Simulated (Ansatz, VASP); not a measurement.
One calculation of AgCl, two programs

Contents of INCAR:

```
  ALGO = Normal
  EDIFF = 1E-8
  ENCUT = 520
  GGA = PE
  ISIF = 2
  ISMEAR = -1
  LASPH = T
  LCHARG = F
  LEFG = T
  LREAL = F
  LWAVE = F
  NBANDS = 16
  NELM = 60
  PREC = Accurate
  SIGMA = 0.02
```

File KPOINTS:

```
k-points
0
Gamma
  8 8 8
```

POSCAR

```
AgCl
1.0
    0.0000000000      2.8096430007      2.8096430007
    2.8096430007      0.0000000000      2.8096430007
    2.8096430007      2.8096430007      0.0000000000
Ag Cl
1 1
Direct
    0.5000000000      0.5000000000      0.5000000000
    0.0000000000      0.0000000000      0.0000000000
```

Input for Ansatz:

```yaml
crystal:
  lattice:
    - [0.0, 2.8096430007, 2.8096430007]
    - [2.8096430007, 0.0, 2.8096430007]
    - [2.8096430007, 2.8096430007, 0.0]
  atoms:
    - { symbol: Ag, position: [0.5, 0.5, 0.5] }
    - { symbol: Cl, position: [0.0, 0.0, 0.0] }
kpoints:
  mp_grid: { grid: [8, 8, 8] }
scf:
  occupations: { method: fermi_dirac, width: 0.02 }
hamiltonian:
  xc: pbe
  pseudopotentials: { kind: paw }
output:
  forces: true
  stress: true
  eigenvalues: true
  efg: { contact_densities: true }
  write_density: true
  write_potential: true
  elf: true
  volumetric_format: npy
```

Change from the starting cell: volume scaled by 1.04, PAW files.

Alike in both runs: task electric field gradients; functional PBE; k mesh 8 × 8 × 8; occupations fermi-dirac, width 0.02 eV; no spin polarisation.

```csv
,VASP,Ansatz
version,VASP 6.6.1,Ansatz 0.2.0
potentials or method,"VASP PAW PBE potentials, release 64 (Ag, Cl)","PAW with Ansatz's default frozen-core files, scalar-relativistic"
plane-wave cutoff (eV),520,420
valence electrons in the cell,18,26
```

|  | VASP | Ansatz | Ansatz less VASP |
| --- | --- | --- | --- |
| gap on the k mesh at the Fermi level (eV) | 0.92 | 0.92 | +0.002 |
| pressure (GPa) | -0.3 | -0.2 | +0.13 |

With one functional, cell and mesh, what is left measures potentials, basis and numerics. VASP's potentials hold 18 valence electrons a cell and Ansatz's 26, so a difference there can come from the potentials and not from the codes.
